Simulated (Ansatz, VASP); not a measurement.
## Two plane-wave programs on BN

INCAR

```
ALGO     = Normal         # electronic algorithm
EDIFF    = 1E-6           # SCF threshold, eV
ENCUT    = 520            # plane-wave cutoff, eV
GGA      = PS             # functional
ISIF     = 2              # what is computed and relaxed
ISMEAR   = 0              # smearing method
LASPH    = True           # aspherical terms in the spheres
LCHARG   = True           # write CHGCAR
LELF     = True           # ELF
LREAL    = False          # projectors in reciprocal space
LVHAR    = True         
LWAVE    = False          # write WAVECAR
NBANDS   = 11             # bands
NELM     = 80             # most SCF steps
PREC     = Accurate       # precision mode
SIGMA    = 0.01           # smearing width, eV
```

Contents of KPOINTS:

```
k-points
0
Gamma
  6 6 6
```

File POSCAR:

```
BN
1.0
    0.0217300000      1.8280400000      1.7996700000
    1.8502600000      0.0250400000      1.7963600000
    1.8429000000      1.8173800000      0.0323900000
B N
1 1
Direct
    0.0436000000      0.9591100000      0.9710600000
    0.2406916629      0.2861162153      0.2350377358
```

Input for Ansatz:

```yaml
crystal:
  lattice:
    - [0.02173, 1.82804, 1.79967]
    - [1.85026, 0.02504, 1.79636]
    - [1.8429, 1.81738, 0.03239]
  atoms:
    - { symbol: B, position: [0.0436, 0.95911, 0.97106] }
    - { symbol: "N", position: [0.2406916629124437, 0.2861162153152069, 0.2350377358054142] }
basis:
  ecutwfc: 540.0
  xc_grid: 2
kpoints:
  mp_grid:
    grid: [6, 6, 6]
hamiltonian:
  xc: pbesol
scf:
  convergence:
    dr2_threshold: 1.0e-09
  occupations:
    method: fixed
output:
  forces: true
  stress: true
```

Alike in both runs: task single point; functional PBEsol; k mesh 6 × 6 × 6; no spin polarisation.

```csv
,VASP,Ansatz
version,VASP 6.6.1,Ansatz 0.2.0
potentials or method,"VASP PAW PBE potentials, release 64 (B, N), cutoff 520 eV","plane waves, PAW"
occupations,"gaussian, width 0.01 eV",fixed
valence electrons in the cell,8,8
```

```csv
,VASP,Ansatz,Ansatz less VASP
pressure (GPa),10.3,9.8,-0.46
"traceless stress, the component that is largest in VASP (GPa)",-16.48,-16.02,+0.455
rms of the force components (eV/Å),3.072,3.060,-0.0121
```

VASP's potentials were made for PBE, not for PBEsol. Atom by atom the forces differ by 0.013 eV/Å (rms over components). Ansatz's warnings: stress scf threshold loose.

The k mesh is coarse, so the values compare programs but aren't converged.
